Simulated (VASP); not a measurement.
# Si62P (a cell with a defect) in VASP: further runs, part 3 of 3

VASP 6.6.1. The steps go on from the part before.

## Step 4: Single point, PBE, collinear spin

INCAR

```
SYSTEM = Si62P
ALGO     = Normal         ! electronic algorithm
EDIFF    = 1E-6           ! SCF threshold, eV
ENCUT    = 520            ! plane-wave cutoff, eV
GGA      = PE             ! functional
ISIF     = 2              ! what is computed and relaxed
ISMEAR   = 0              ! smearing method
ISPIN    = 2              ! spin polarisation
LASPH    = .TRUE.         ! aspherical terms in the spheres
LCHARG   = .TRUE.         ! write CHGCAR
LELF     = .TRUE.         ! ELF
LORBIT   = 11             ! projections on sites
LREAL    = Auto         
LUSENCCL = .FALSE.      
LVHAR    = .TRUE.       
LWAVE    = .FALSE.        ! write WAVECAR
MAGMOM   = 0 0 0 0 0 0 0 0 0 0 0 0 0 0 0 0 0 0 0 0 0 0 0 0 0 0 0 0 0 0 0 0 0 0 0 0 0 0 0 0 0 0 0 0 0 0 0 0 0 0 0 0 0 0 0 0 0 0 0 0 0 0 0.06 ! initial moments
NBANDS   = 168            ! bands
NELECT   = 251.0        
NELM     = 150            ! most SCF steps
PREC     = Accurate       ! precision mode
SIGMA    = 0.02           ! smearing width, eV
```

KPOINTS

```
k-points
0
G
  1 1 1
  0 0 0
```

POSCAR

```
Si62P
1.0
   10.8600000000      0.0000000000      0.0000000000
    0.0000000000     10.8600000000      0.0000000000
    0.0000000000      0.0000000000     10.8600000000
Si P
62 1
Direct
    0.4995078269      0.0009411602      0.0011575506
    0.6264174033      0.1270485267      0.1237596685
    0.7523479742      0.2539644567     -0.0002438306
    0.8763939227      0.3825432781      0.1237231123
    0.7492329650      0.0021327808      0.2509721915
    0.8763649171      0.1272653775      0.3736704420
   -0.0000771639      0.0003611418      0.0000743094
    0.1239473297      0.1289290055      0.1206268877
    0.2500227440      0.2500263352     -0.0071451197
    0.3711451197      0.3763717311      0.1205143646
    0.4998767035      0.5002992634      0.0000548803
    0.6231348066      0.6261346225      0.1259638122
    0.7484153775      0.7518566298      0.0032836096
    0.8740559853      0.8771890424      0.1259917127
    0.2504903315      0.0013769797      0.2478065378
    0.3760607735      0.1243637201      0.3728554328
    0.4989731123      0.2500395028      0.2478537753
    0.6248595764      0.3753488029      0.3753239411
    0.7486798343      0.5035429098      0.2515241252
    0.8740720994      0.6263139042      0.3769732044
    0.5003901473      0.0000427256      0.4997144567
    0.6273404236      0.1243015654      0.6240524862
    0.7523611418      0.2501647330      0.5012685083
    0.8797731123      0.3763824125      0.6290428177
    0.7524635359      0.0015322284      0.7497374770
    0.8797301105      0.1293084715      0.8760832413
    0.1177560773      0.6239985267      0.1238375691
    0.2462794659      0.7480325046     -0.0001375691
    0.3733690608      0.8739777164      0.1235935543
    0.0004020258      0.2540508287      0.2477010129
    0.1252881215      0.3750976059      0.3750336096
    0.2463647330      0.5000089319      0.2477971455
    0.3732651934      0.6240844383      0.3736401473
    0.4982861878      0.7511518416      0.2508043278
    0.6250456722      0.8752787293      0.3750152855
   -0.0011699816      0.0010212707      0.5005646409
    0.1287307551      0.1247361878      0.6245665746
    0.2510017495      0.2492593002      0.4976542357
    0.3756432781      0.3716036832      0.6243197053
    0.4994955801      0.5015868324      0.5005094843
    0.6264106814      0.6239104052      0.6268399632
    0.7491397790      0.7511875691      0.5018937385
    0.8764069061      0.8740142726      0.6267000921
    0.2510760589     -0.0021938306      0.7489794659
    0.3756029466      0.1247678637      0.8712083794
    0.5024969613      0.2493325046      0.7489347145
    0.6250995396      0.3750531308      0.8748250460
    0.7523837017      0.4999826888      0.7537669429
    0.8762674954      0.6242057090      0.8822135359
   -0.0031788214      0.7518594843      0.2515802947
    0.1250624309      0.8757708103      0.3752794659
   -0.0000800184      0.5003565378      0.5000736648
    0.1239083794      0.6208955801      0.6286263352
    0.2503012891      0.7482273481      0.5010406077
    0.3760991713      0.8730872928      0.6239795580
    0.0080863720      0.2507586556      0.7505161142
    0.2502390424      0.4933101289      0.7496739411
    0.3711649171      0.6208608656      0.8762172192
    0.4989672192      0.7480348987      0.7497256906
    0.6247922652      0.8756821363      0.8748987109
    0.0003578269      0.7480709945      0.7535910681
    0.1252566298      0.8752443831      0.8748209024
    0.0011799263      0.4992977901     -0.0012457643
```

Potentials or basis: VASP PAW PBE potentials, release 64 (Si, P).

Run with:

```bash
cat potpaw_PBE.64/Si/POTCAR potpaw_PBE.64/P/POTCAR > POTCAR
mpirun -np 1 vasp_gam > vasp.out
```

OUTCAR:

```text
SYSTEM = Si62P
   EDIFF = 1E-6
   ENCUT = 520
   GGA = PE
   ISIF = 2
   ISMEAR = 0
   ISPIN = 2
   LASPH = .TRUE.
   LORBIT = 11
   LREAL = Auto
   NELECT = 251.0
   NELM = 150
   PREC = Accurate

 ion  position               nearest neighbor table
   1  0.500  0.001  0.001-  29 2.35   2 2.36  60 2.36  45 2.37
   2  0.626  0.127  0.124-  17 2.35   5 2.35   1 2.36   3 2.36
   3  0.752  0.254  1.000-  47 2.34  26 2.36   4 2.36   2 2.36
   4  0.876  0.383  0.124-  63 2.30  30 2.36  19 2.36   3 2.36
   5  0.749  0.002  0.251-  14 2.35   2 2.35   6 2.35  35 2.35
   6  0.876  0.127  0.374-  23 2.35   5 2.35  36 2.36  30 2.36
   7  1.000  0.000  0.000-   8 2.34  26 2.34  14 2.35  62 2.36
   8  0.124  0.129  0.121-   7 2.34   9 2.35  30 2.36  15 2.39
   9  0.250  0.250  0.993-  45 2.34   8 2.35  10 2.35
  10  0.371  0.376  0.121-  11 2.34   9 2.35  32 2.36  17 2.39
  11  0.500  0.500  0.000-  58 2.34  10 2.34  12 2.35  47 2.36
  12  0.623  0.626  0.126-  13 2.34  19 2.34  34 2.35  11 2.35
  13  0.748  0.752  0.003-  14 2.34  12 2.34  60 2.36  49 2.36
  14  0.874  0.877  0.126-  13 2.34  50 2.34   5 2.35   7 2.35
  15  0.250  0.001  0.248-  16 2.34  29 2.35  51 2.37   8 2.39
[... 38 lines left out ...]
  54  0.250  0.748  0.501-  55 2.34  33 2.35  51 2.37  53 2.39
  55  0.376  0.873  0.624-  54 2.34  59 2.34  44 2.35  21 2.35
  56  0.008  0.251  0.751-  37 2.34  26 2.35  24 2.35
  57  0.250  0.493  0.750-  39 2.34  53 2.35  58 2.35
  58  0.371  0.621  0.876-  11 2.34  57 2.35  28 2.36  59 2.39
  59  0.499  0.748  0.750-  55 2.34  41 2.35  60 2.37  58 2.39
  60  0.625  0.876  0.875-  13 2.36   1 2.36  59 2.37  25 2.37
  61  0.000  0.748  0.754-  62 2.34  53 2.36  49 2.36  43 2.36
  62  0.125  0.875  0.875-  28 2.34  61 2.34  44 2.35   7 2.36
  63  0.001  0.499  0.999-  27 2.30  49 2.30   4 2.30

  LATTYP: Found a simple cubic cell.
 ALAT       =    10.8600000000

  Lattice vectors:

 A1 = (  10.8600000000,   0.0000000000,   0.0000000000)
 A2 = (   0.0000000000,  10.8600000000,   0.0000000000)
 A3 = (   0.0000000000,   0.0000000000,  10.8600000000)

Analysis of symmetry for initial positions (statically):
[... 438 lines left out ...]
 k-point     1 :       0.0000    0.0000    0.0000
  band No.  band energies     occupation
      1      -6.3275      1.00000
      2      -5.7642      1.00000
      3      -5.1365      1.00000
      4      -5.1362      1.00000
      5      -5.1322      1.00000
      6      -5.1311      1.00000
[... 129 lines left out ...]
    136       6.8753      0.00000
    137       6.8756      0.00000
 [bands above 137 left out]

------------------------ aborting loop because EDIFF is reached ----------------------------------------

  FORCE on cell =-STRESS in cart. coord.  units (eV):
  Direction    XX          YY          ZZ          XY          YZ          ZX
  --------------------------------------------------------------------------------------
  -------------------------------------------------------------------------------------
  Total       -4.3323773     -4.2598956     -4.2726411     -3.0371766      2.9726593     -3.0398807
  in kB       -5.4193522     -5.3286852     -5.3446284     -3.7991913      3.7184868     -3.8025737
  external PRESSURE =      -5.3642219 kB  Pullay stress =       0.0000000 kB

 VOLUME and BASIS-vectors are now :
 -----------------------------------------------------------------------------
  energy-cutoff  :      520.00
  volume of cell :     1280.82
      direct lattice vectors                 reciprocal lattice vectors
    10.860000000  0.000000000  0.000000000     0.092081031  0.000000000  0.000000000
     0.000000000 10.860000000  0.000000000     0.000000000  0.092081031  0.000000000
     0.000000000  0.000000000 10.860000000     0.000000000  0.000000000  0.092081031

 POSITION                                       TOTAL-FORCE (eV/Angst)
 -----------------------------------------------------------------------------------
      5.42466      0.01022      0.01257         0.002430      0.000263     -0.002272
      6.80289      1.37975      1.34403        -0.000956     -0.002570     -0.004466
      8.17050      2.75805     10.85735         0.004826      0.003197     -0.002480
      9.51764      4.15442      1.34363         0.013298      0.022059     -0.021976
      8.13667      0.02316      2.72556        -0.000890     -0.001104     -0.001673
      9.51732      1.38210      4.05806         0.000984     -0.008404      0.003251
[... 55 lines left out ...]
      1.36029      9.50515      9.50056        -0.005737     -0.000458      0.003898
      0.01281      5.42237     10.84647        -0.021448      0.015599      0.029110
 -----------------------------------------------------------------------------------
    total drift:                               -0.012969      0.000490      0.001689

  FREE ENERGIE OF THE ION-ELECTRON SYSTEM (eV)
  ---------------------------------------------------
  free  energy   TOTEN  =      -344.9707353360 eV

  energy  without entropy=     -344.9706313469  energy(sigma->0) =     -344.97068334

 total charge

# of ion       s       p       d       tot
------------------------------------------
    1        0.742   0.935   0.000   1.677
    2        0.738   0.948   0.000   1.686
    3        0.738   0.950   0.000   1.688
    4        0.738   0.918   0.000   1.656
    5        0.739   0.949   0.000   1.689
    6        0.738   0.948   0.000   1.686
[... 55 lines left out ...]
   62        0.737   0.959   0.000   1.696
   63        1.045   1.454   0.000   2.499
--------------------------------------------------
tot         47.050  59.705   0.000 106.755

 magnetization (x)

# of ion       s       p       d       tot
------------------------------------------
    1        0.000   0.008   0.000   0.008
    2        0.000   0.005   0.000   0.005
    3        0.000   0.004   0.000   0.004
    4       -0.000   0.008   0.000   0.008
    5        0.000   0.006   0.000   0.006
    6        0.000   0.005   0.000   0.005
[... 55 lines left out ...]
   62       -0.000   0.002   0.000   0.002
   63        0.009   0.054   0.000   0.063
--------------------------------------------------
tot          0.021   0.435   0.000   0.456
```

OSZICAR:

```text
N       E                     dE             d eps       ncg     rms          rms(c)
DAV:   1     0.123918959692E+04    0.12392E+04   -0.10835E+05   672   0.131E+03
DAV:   2    -0.180996601547E+03   -0.14202E+04   -0.13286E+04   872   0.212E+02
DAV:   3    -0.345445965161E+03   -0.16445E+03   -0.15829E+03   840   0.626E+01
DAV:   4    -0.350519040095E+03   -0.50731E+01   -0.50411E+01   784   0.132E+01
DAV:   5    -0.350652108369E+03   -0.13307E+00   -0.13287E+00   808   0.235E+00    0.276E+01
DAV:   6    -0.346644605012E+03    0.40075E+01   -0.35676E+00   800   0.286E+00    0.167E+01
DAV:   7    -0.344915613832E+03    0.17290E+01   -0.51549E+00   744   0.358E+00    0.195E+00
DAV:   8    -0.344950172333E+03   -0.34559E-01   -0.35860E-01   800   0.108E+00    0.941E-01
DAV:   9    -0.344960890611E+03   -0.10718E-01   -0.42145E-02   776   0.406E-01    0.506E-01
DAV:  10    -0.344966626300E+03   -0.57357E-02   -0.10412E-02   760   0.179E-01    0.309E-01
DAV:  11    -0.344969360019E+03   -0.27337E-02   -0.19057E-03   736   0.789E-02    0.154E-01
DAV:  12    -0.344970439814E+03   -0.10798E-02   -0.91147E-04   752   0.599E-02    0.710E-02
DAV:  13    -0.344970704038E+03   -0.26422E-03   -0.28913E-04   736   0.339E-02    0.224E-02
DAV:  14    -0.344970724835E+03   -0.20797E-04   -0.34554E-05   824   0.111E-02    0.850E-03
DAV:  15    -0.344970732336E+03   -0.75010E-05   -0.91168E-06   760   0.589E-03    0.418E-03
DAV:  16    -0.344970735131E+03   -0.27954E-05   -0.13217E-06   448   0.220E-03    0.189E-03
DAV:  17    -0.344970735336E+03   -0.20454E-06   -0.58028E-07   432   0.159E-03
   1 F= -.34497074E+03 E0= -.34497068E+03  d E =-.103989E-03  mag=     0.9979
```

stdout:

```text
Offloading initialized ...    1 GPUs detected
 POSCAR found type information on POSCAR SiP
 POSCAR found :  2 types and      63 ions
 scaLAPACK will be used selectively (only on CPU)
 LDA part: xc-table for (Slater+PW92), standard interpolation
 POSCAR, INCAR and KPOINTS ok, starting setup
 FFT: planning ... GRIDC
 FFT: planning ... GRID_SOFT
 FFT: planning ... GRID
 WAVECAR not read
 entering main loop
 the old and the new charge density differ
 old charge density:   253.00000 new  251.00000
    0.276E+01
```

It took 2.5 min on 1 × NVIDIA H100 80GB with 1 thread of AMD EPYC 7R13 (Zen 3), shared host; peak memory 2 GiB.

Results:

| Property | Result |
| --- | --- |
| Free energy | -344.9707 eV |
| Largest force | 0.039 eV/Å |
| Net moment | 1.00 μB per cell |
| Site moments | Si +0.01, +0.00, +0.02 (each value once); P +0.06 μB |
| Valence electrons inside the program's atomic spheres | Si 1.68, 1.69, 1.66, 1.62, 1.70 (each value once); P 2.50 |

Forces in eV/Å, atoms in the order of the input:
```
Si   0.002  0.000 -0.002
Si  -0.001 -0.003 -0.004
Si   0.005  0.003 -0.002
Si   0.013  0.022 -0.022
Si  -0.001 -0.001 -0.002
Si   0.001 -0.008  0.003
Si  -0.004  0.003  0.004
Si  -0.006 -0.002  0.003
Si   0.003  0.004 -0.008
Si   0.005  0.000  0.005
Si   0.003  0.007  0.004
Si   0.002  0.000 -0.003
Si  -0.001  0.004 -0.006
Si   0.001  0.000 -0.001
Si   0.000  0.002 -0.001
Si   0.002 -0.002 -0.001
Si   0.000  0.001 -0.004
Si  -0.003  0.001 -0.001
Si  -0.010 -0.004  0.001
Si   0.003  0.001 -0.002
Si   0.003  0.001  0.002
Si   0.001  0.002 -0.005
Si   0.001 -0.006  0.001
Si  -0.003  0.001 -0.001
Si   0.000 -0.002  0.000
Si  -0.001 -0.003  0.004
Si  -0.015 -0.012 -0.014
Si  -0.002 -0.004 -0.012
Si   0.000 -0.001  0.002
Si   0.006 -0.002 -0.002
Si  -0.008  0.002  0.000
Si  -0.003 -0.004 -0.005
Si   0.001 -0.003 -0.001
Si   0.003  0.002  0.001
Si   0.000  0.000  0.000
Si   0.000  0.001 -0.001
Si   0.001  0.002  0.000
Si   0.004 -0.006 -0.002
Si   0.005  0.002  0.002
Si   0.003 -0.002 -0.001
Si   0.002 -0.002 -0.003
Si  -0.001 -0.001 -0.004
Si   0.003  0.003  0.001
Si   0.005  0.000 -0.001
Si   0.002 -0.004  0.002
Si   0.000 -0.004 -0.001
Si  -0.004  0.005  0.005
Si   0.004 -0.004  0.002
Si   0.013 -0.016  0.018
Si   0.002  0.004  0.004
Si  -0.005 -0.003  0.001
Si  -0.002  0.007  0.001
Si  -0.001  0.007  0.000
Si   0.004 -0.001 -0.001
Si   0.001 -0.002  0.002
Si  -0.009 -0.002 -0.001
Si  -0.005 -0.008  0.001
Si   0.006  0.005 -0.001
Si  -0.004  0.003  0.001
Si   0.000  0.000  0.008
Si   0.004 -0.003  0.008
Si  -0.006  0.000  0.004
P   -0.021  0.016  0.029
```

Caveat: the k points lie up to 0.58 Å⁻¹ apart; the cell carries a net charge on a neutralising background, which shifts energy and pressure; the cell is charged against a uniform background, so pressure and absolute levels hang on convention.

## Step 5: Single point, PBE, collinear spin

INCAR

```
ALGO = Normal
EDIFF = 1E-7
ENCUT = 520
GGA = PE
ISIF = 2
ISMEAR = 0
ISPIN = 2
LASPH = T
LCHARG = F
LORBIT = 11
LREAL = Auto
LUSENCCL = F
LWAVE = F
MAGMOM = 0 0 0 0 0 0 0 0 0 0 0 0 0 0 0 0 0 0 0 0 0 0 0 0 0 0 0 0 0 0 0 0 0 0 0 0 0 0 0 0 0 0 0 0 0 0 0 0 0 0 0 0 0 0 0 0 0 0 0 0 0 0 0.06
NBANDS = 168
NELECT = 251.0
NELM = 150
PREC = Accurate
SIGMA = 0.02
```

KPOINTS

```
k-points
0
Gamma
  1 1 1
```

POSCAR

```
Si62P
1.0
   10.8600000000      0.0000000000      0.0000000000
    0.0000000000     10.8600000000      0.0000000000
    0.0000000000      0.0000000000     10.8600000000
Si P
62 1
Direct
    0.4994662063      0.0008582873      0.0008220074
    0.6257193370      0.1258283610      0.1255120626
    0.7511181400      0.2524787293      0.0001465009
    0.8857086556      0.3785750460      0.1143631676
    0.7501103131     -0.0005870166      0.2499755064
    0.8745848066      0.1258354512      0.3743545120
   -0.0006041436      0.0003939227      0.0006697974
    0.1237716390      0.1274281768      0.1234306630
    0.2452725599      0.2550446593     -0.0021552486
    0.3728802947      0.3765700737      0.1234314917
    0.4999337937      0.5009195212      0.0006707182
    0.6265042357      0.6249779926      0.1247267035
    0.7551739411      0.7451632597     -0.0002143646
    0.8753450276      0.8738377532      0.1247403315
    0.2513084715      0.0012484346      0.2500488950
    0.3740769797      0.1262557090      0.3765084715
    0.4990761510      0.2490351750      0.2500482505
    0.6268096685      0.3761133517      0.3732730203
    0.7551815838      0.5000369245      0.2449046961
    0.8753451197      0.6249901473      0.3735881215
    0.4995707182      0.0007501842      0.5005006446
    0.6235792818      0.1262425414      0.6259917127
    0.7500352670      0.2490263352      0.5009948435
    0.8766383978      0.3765593923      0.6271941989
    0.7500372007      0.0012468692      0.7487740331
    0.8766368324      0.1274430018      0.8763107735
    0.1217085635      0.6146382136      0.1143924494
    0.2478191529      0.7491923573      0.0001455801
    0.3744952118      0.8745925414      0.1255012891
   -0.0000526703      0.2524854512      0.2489445672
    0.1248625230      0.3754639963      0.3753804788
    0.2478228361      0.5003943831      0.2489454880
    0.3744952118      0.6257547882      0.3743427256
    0.5009245856      0.7502123389      0.2499612339
    0.6246820442      0.8756453959      0.3753965930
   -0.0007309392      0.0009100368      0.5006596685
    0.1241335175      0.1288436464      0.6285953039
    0.2487223757      0.2516067219      0.5017065378
    0.3715616022      0.3761891344      0.6285273481
    0.4994750460      0.5010752302      0.5005991713
    0.6257220074      0.6257605893      0.6255807551
    0.7501106814      0.7502246777      0.4991651934
    0.8745872928      0.8746030387      0.6255861878
    0.2487238490      0.0019558011      0.7513579190
    0.3715508287      0.1287893186      0.8759393186
    0.4983935543      0.2516016575      0.7513512891
    0.6247047882      0.3754654696      0.8752164825
    0.7511209024      0.5003940147      0.7522316759
    0.8857036832      0.6146151934      0.8783298343
    0.0002952118      0.7452030387      0.2449534991
    0.1242331492      0.8735747698      0.3733231123
   -0.0006040516      0.5009174954      0.5001438306
    0.1237697974      0.6236786372      0.6271793738
    0.2513062615      0.7502998158      0.5009995396
    0.3740772560      0.8767577348      0.6260057090
    0.0022698895      0.2551545120      0.7549089319
    0.2452943831      0.4981058011      0.7547758748
    0.3728815838      0.6236823204      0.8763211786
    0.4990772560      0.7502985267      0.7487855433
    0.6268039595      0.8735331492      0.8758598527
   -0.0000523020      0.7491923573      0.7522396869
    0.1248624309      0.8756306630      0.8752154696
    0.0281906077      0.4719943831     -0.0282369245
```

Run with:

```bash
cat potpaw_PBE.64/Si/POTCAR potpaw_PBE.64/P/POTCAR > POTCAR
mpirun -np 1 vasp_gam > vasp.out
```

It took 2.1 min on 1 × NVIDIA H100 80GB with 1 thread of AMD EPYC 7R13 (Zen 3), shared host; peak memory 2 GiB.

The run converged. Its results:

```yaml
Free_energy: -344.5256 eV
Largest_force: 1.391 eV/Å
Net_moment: 0.99 μB per cell
Site_moments: Si +0.01, +0.00, +0.02 (each value once); P +0.05 μB
Valence_electrons_inside_the_program's_atomic_spheres: Si 1.67, 1.68, 1.69, 1.63, 1.62 (each value once); P 2.43
```

Forces in eV/Å, atoms in the order of the input:
```
Si   0.030 -0.030  0.013
Si   0.019  0.003 -0.025
Si   0.006  0.007 -0.002
Si   0.000  0.048 -0.001
Si  -0.004  0.007  0.005
Si   0.025  0.003 -0.019
Si   0.003 -0.011 -0.003
Si  -0.005  0.003 -0.018
Si   0.171 -0.171 -0.048
Si  -0.003  0.004 -0.016
Si   0.012 -0.002 -0.005
Si  -0.004  0.005  0.006
Si  -0.018  0.018  0.024
Si  -0.005  0.004  0.005
Si   0.008 -0.006 -0.011
Si   0.011 -0.010 -0.020
Si   0.005 -0.008 -0.011
Si   0.018  0.002 -0.018
Si  -0.017  0.025  0.018
Si  -0.006  0.006  0.004
Si  -0.002  0.003  0.002
Si   0.021 -0.010 -0.010
Si   0.011 -0.008 -0.005
Si   0.017  0.005  0.004
Si   0.011 -0.006 -0.008
Si   0.018  0.003  0.005
Si  -0.050 -0.005 -0.005
Si  -0.007 -0.006 -0.002
Si  -0.002 -0.017 -0.027
Si   0.002  0.007 -0.006
Si   0.005 -0.006 -0.004
Si  -0.008 -0.002 -0.005
Si  -0.004 -0.026 -0.018
Si  -0.008  0.007  0.005
Si   0.007 -0.008 -0.007
Si  -0.013 -0.031 -0.031
Si   0.037 -0.076 -0.077
Si   0.008 -0.008 -0.030
Si   0.076 -0.036 -0.077
Si   0.029  0.012 -0.030
Si   0.018 -0.026  0.004
Si  -0.005  0.007  0.007
Si   0.027 -0.017  0.001
Si   0.008 -0.029 -0.008
Si   0.077 -0.077 -0.036
Si   0.030 -0.009 -0.008
Si   0.004 -0.006 -0.006
Si   0.005 -0.002  0.008
Si   0.001 -0.002  0.049
Si  -0.025  0.017  0.017
Si  -0.004 -0.020 -0.020
Si   0.005 -0.003 -0.011
Si  -0.007 -0.018  0.003
Si   0.008 -0.011 -0.006
Si   0.011 -0.021 -0.011
Si   0.047 -0.173 -0.173
Si   0.170 -0.049 -0.170
Si  -0.003 -0.017  0.006
Si   0.005 -0.011 -0.008
Si   0.019 -0.019  0.004
Si   0.002 -0.006  0.007
Si   0.005 -0.005 -0.005
P   -0.796  0.808  0.805
```

Levels at points of the mesh, in eV from the Fermi level:
Spin up:
| k point | band 124 | band 125 | band 126 | band 127 | band 128 | band 129 |
| --- | --- | --- | --- | --- | --- | --- |
| (0.00, 0.00, 0.00) | -0.48 | -0.48 | -0.04 | 0.38 | 0.38 | 0.60 |
Spin down:
```tsv
k point	band 123	band 124	band 125	band 126	band 127	band 128
(0.00, 0.00, 0.00)	-0.69	-0.46	-0.46	0.04	0.42	0.42
```

Caveat: the k points lie up to 0.58 Å⁻¹ apart; the cell carries a net charge on a neutralising background, which shifts energy and pressure; the cell is charged against a uniform background, so pressure and absolute levels hang on convention.
